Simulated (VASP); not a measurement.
# Si6O13 (a cell with a defect) in VASP: further runs, part 2 of 2

VASP 6.6.1. Earlier steps stand in the parts before.

### Step 4. Single point, PBE, collinear spin

INCAR

```
  PREC = Accurate
  ENCUT = 520
  EDIFF = 1E-6
  ISMEAR = 0
  SIGMA = 0.02
  LREAL = Auto
  LASPH = T
  NELM = 150
  ALGO = Normal
  ISIF = 2
  LWAVE = F
  LCHARG = F
  ISPIN = 2
  MAGMOM = 0 0 0 0 0 0 0 0 0 0.21 0 0 0 0 0.19 0 0 0 1.21
  LORBIT = 11
  GGA = PE
  NBANDS = 70
```

KPOINTS

```
regular mesh
0
Gamma
  2 2 2
```

POSCAR

```
Si6O13
1.0
    6.8929790000     -2.4211910000      0.0000000000
    6.8929790000      2.4211910000      0.0000000000
   -5.5006860000      0.0000000000      6.7966690000
Si O
6 13
Direct
    0.4265129669      0.8969504500      0.6540776077
    0.1034530645      0.5498441175      0.8282919177
    0.5755249331      0.0923152235      0.3445414217
    0.9080422939      0.4276266637      0.1594024955
    1.0022555471     -0.0134082316      0.2404670582
   -0.0014867760      1.0065654594      0.7536709526
    0.7374137317      0.1250874014      0.3044791500
    0.8745704336      0.2515485407      0.1830954251
    0.2667733589      0.8559519904      0.6881153106
    0.1322459054      0.7572738359      0.8334369380
    0.3019105202      0.8970267254      0.4272662094
    0.0922536207      0.6877613688      0.0587292099
    0.2135976234      0.3803870258      0.3024825837
    0.6192379023      0.7895660590      0.1989670234
    0.7883272332      0.6019437550      0.7018589547
    0.3977895382      0.1883607901      0.8139266455
    0.9101855994      0.3073533569      0.9330751578
    0.6967776400      0.1008477856      0.5736361444
    0.0284860516      0.4970513156      0.5525681771
```

Potentials or basis: VASP PAW PBE potentials, release 64 (Si, O).

Started as:

```
cat potpaw_PBE.64/Si/POTCAR potpaw_PBE.64/O/POTCAR > POTCAR
mpirun -np 1 vasp_std > vasp.out
```

OUTCAR:

```text
PREC = Accurate
   ENCUT = 520
   EDIFF = 1E-6
   ISMEAR = 0
   LREAL = Auto
   LASPH = T
   NELM = 150
   ISIF = 2
   ISPIN = 2
   LORBIT = 11
   GGA = PE

 ion  position               nearest neighbor table
   1  0.427  0.897  0.654-   9 1.61  11 1.62  16 1.63  15 1.64   2 2.95   2 3.05   5 3.07   6 3.11

   2  0.103  0.550  0.828-  16 1.64  12 1.65  10 1.66  15 1.67  19 1.98   1 2.95   1 3.05   5 3.09

   3  0.576  0.092  0.345-   7 1.62  18 1.62  13 1.62  14 1.63   4 3.00   4 3.02   6 3.04
   4  0.908  0.428  0.159-   8 1.62  14 1.62  17 1.62  13 1.63   3 3.00   3 3.02   6 3.02
   5  0.002  0.987  0.240-  12 1.61   7 1.62   8 1.63  11 1.64   1 3.07   2 3.09
   6  0.999  0.007  0.754-   9 1.61  17 1.61  18 1.62  10 1.64   4 3.02   3 3.04   1 3.11
   7  0.737  0.125  0.304-   3 1.62   5 1.62
   8  0.875  0.252  0.183-   4 1.62   5 1.63
   9  0.267  0.856  0.688-   6 1.61   1 1.61
  10  0.132  0.757  0.833-   6 1.64   2 1.66
  11  0.302  0.897  0.427-   1 1.62   5 1.64
  12  0.092  0.688  0.059-   5 1.61   2 1.65
  13  0.214  0.380  0.302-   3 1.62   4 1.63
  14  0.619  0.790  0.199-   4 1.62   3 1.63
  15  0.788  0.602  0.702-   1 1.64   2 1.67
  16  0.398  0.188  0.814-   1 1.63   2 1.64
  17  0.910  0.307  0.933-   6 1.61   4 1.62
  18  0.697  0.101  0.574-   6 1.62   3 1.62
  19  0.028  0.497  0.553-   2 1.98

  LATTYP: Found a base centered monoclinic cell.
 ALAT       =    13.7859580000
 B/A-ratio  =     0.3512546607
 C/A-ratio  =     0.6342466785
 COS(beta)  =    -0.6291029213

  Lattice vectors:

 A1 = (   6.8929790000,  -2.4211910000,   0.0000000000)
 A2 = (   6.8929790000,   2.4211910000,   0.0000000000)
 A3 = (  -5.5006860000,   0.0000000000,   6.7966690000)

Analysis of symmetry for initial positions (statically):
=====================================================================
 Subroutine PRICEL returns:
[... 216 lines left out ...]
      4     -16.7456      1.00000
      5     -16.6372      1.00000
      6     -16.4517      1.00000
[... 517 lines left out ...]
     62      11.7791      0.00000
     63      11.8796      0.00000
 Fermi energy:         1.8776917253

 spin component 2

 k-point     1 :       0.0000    0.0000    0.0000
  band No.  band energies     occupation
      1     -18.0384      1.00000
      2     -17.4816      1.00000
      3     -16.9321      1.00000
      4     -16.5932      1.00000
      5     -16.5224      1.00000
      6     -16.4143      1.00000
[... 517 lines left out ...]
     62      11.8116      0.00000
     63      11.9139      0.00000
 [bands above 63 left out]

------------------------ aborting loop because EDIFF is reached ----------------------------------------

  FORCE on cell =-STRESS in cart. coord.  units (eV):
  Direction    XX          YY          ZZ          XY          YZ          ZX
  --------------------------------------------------------------------------------------
  -------------------------------------------------------------------------------------
  Total        5.0982568      6.4248352      6.0824074     -0.3581422      0.5436214      0.5675060
  in kB       36.0056098     45.3743539     42.9560133     -2.5293211      3.8392378      4.0079187
  external PRESSURE =      41.4453257 kB  Pullay stress =       0.0000000 kB

 VOLUME and BASIS-vectors are now :
 -----------------------------------------------------------------------------
  energy-cutoff  :      520.00
  volume of cell :      226.86
      direct lattice vectors                 reciprocal lattice vectors
     6.892979000 -2.421191000  0.000000000     0.072537578 -0.206509937  0.058706175
     6.892979000  2.421191000  0.000000000     0.072537578  0.206509937  0.058706175
    -5.500686000  0.000000000  6.796669000     0.000000000  0.000000000  0.147130896

 POSITION                                       TOTAL-FORCE (eV/Angst)
 -----------------------------------------------------------------------------------
      5.52473      1.13902      4.44555        -0.054238     -0.051398      0.002074
     -0.05301      1.08080      5.62963        -0.009257     -0.052214     -0.029434
      2.70819     -1.16994      2.34173         0.036034      0.074829     -0.029579
      8.32992     -1.16318      1.08341        -0.009958      0.022698     -0.034833
      5.49337      2.38327      1.63437         0.033562      0.036333     -0.031327
      2.78228     -2.40170      5.12245         0.031760      0.003525      0.040555
[... 11 lines left out ...]
      2.34262     -1.44286      3.89881        -0.019607     -0.010999     -0.010728
      0.58301      1.13449      3.75562        -0.029168     -0.014281      0.134584
 -----------------------------------------------------------------------------------
    total drift:                               -0.005943      0.002326     -0.002947

  FREE ENERGIE OF THE ION-ELECTRON SYSTEM (eV)
  ---------------------------------------------------
  free  energy   TOTEN  =      -143.6658561860 eV

  energy  without entropy=     -143.6658561860  energy(sigma->0) =     -143.66585619

 total charge

# of ion       s       p       d       tot
------------------------------------------
    1        0.648   0.996   0.000   1.644
    2        0.623   0.942   0.000   1.565
    3        0.645   0.993   0.000   1.638
    4        0.643   0.986   0.000   1.629
    5        0.637   0.979   0.000   1.616
    6        0.644   0.997   0.000   1.641
[... 11 lines left out ...]
   18        1.552   3.691   0.000   5.243
   19        1.624   3.098   0.000   4.721
--------------------------------------------------
tot         24.096  53.107   0.000  77.203

 magnetization (x)

# of ion       s       p       d       tot
------------------------------------------
    1       -0.001  -0.001   0.000  -0.001
    2       -0.004  -0.008   0.000  -0.012
    3       -0.000  -0.000   0.000  -0.000
    4       -0.000  -0.000   0.000  -0.001
    5       -0.000  -0.000   0.000  -0.000
    6       -0.000  -0.001   0.000  -0.001
[... 11 lines left out ...]
   18       -0.000   0.003   0.000   0.003
   19        0.014   1.200   0.000   1.214
--------------------------------------------------
tot          0.020   1.667   0.000   1.687
```

stdout:

```text
POSCAR found type information on POSCAR SiO
 POSCAR found :  2 types and      19 ions
 scaLAPACK will be used
 LDA part: xc-table for (Slater+PW92), standard interpolation
 POSCAR, INCAR and KPOINTS ok, starting setup
 FFT: planning ... GRIDC
 FFT: planning ... GRID_SOFT
 FFT: planning ... GRID
 WAVECAR not read
 entering main loop
```

Wall time 7.2 min (1 thread of AMD EPYC 9R45 (Zen 5), shared host); peak memory 0.65 GiB.

What came out:

| Property | Result |
| --- | --- |
| Free energy | -143.6659 eV |
| Pressure | 4.1 GPa |
| Largest force | 0.138 eV/Å |
| Band gap on the k mesh | 1.15 eV |
| Net moment | 2.00 μB per cell |
| Site moments | Si -0.00, -0.01 (each value once); O +0.00, +0.03, +0.01, +0.20, +0.02, +0.18, -0.00, +1.21 (each value once) μB |
| Valence electrons inside the program's atomic spheres | Si 1.64, 1.56, 1.63, 1.62 (each value once); O 5.25, 5.24, 5.19, 5.23, 5.18, 4.72 (each value once) |

Forces in eV/Å, atoms in the order of the input:
```
Si  -0.054 -0.051  0.002
Si  -0.009 -0.052 -0.029
Si   0.036  0.075 -0.030
Si  -0.010  0.023 -0.035
Si   0.034  0.036 -0.031
Si   0.032  0.004  0.041
O   -0.007 -0.052 -0.025
O    0.019 -0.010  0.004
O   -0.012  0.038 -0.004
O    0.016  0.024  0.002
O    0.012  0.036 -0.018
O    0.017  0.002 -0.030
O   -0.028  0.016  0.005
O   -0.024 -0.028  0.026
O    0.001 -0.009 -0.010
O    0.011 -0.021  0.016
O    0.016 -0.004 -0.007
O   -0.020 -0.011 -0.011
O   -0.029 -0.014  0.135
```

Caveat: the k points lie up to 0.71 Å⁻¹ apart.

### Step 5. Overview

| cell | gap on the mesh (eV) | pressure (GPa) | moment (μB) | largest force (eV/Å) |
| --- | --- | --- | --- | --- |
| as given, atomic positions A | 1.13 | 4.0 | 2.00 | 0.06 |
| as given, atomic positions B | 1.13 | 4.0 | 2.00 | 0.05 |
| as given, atomic positions C | 1.15 | 4.1 | 2.00 | 0.14 |

Alike in all rows: task single point; level PBE; potentials or basis VASP PAW PBE potentials, release 64 (Si, O); spin collinear; k mesh 2 × 2 × 2; cutoff (eV) 520; smearing gaussian 0.02 eV.

Caveats: all runs use coarse meshes.

Absolute energies hang on the potentials; compare differences alone.
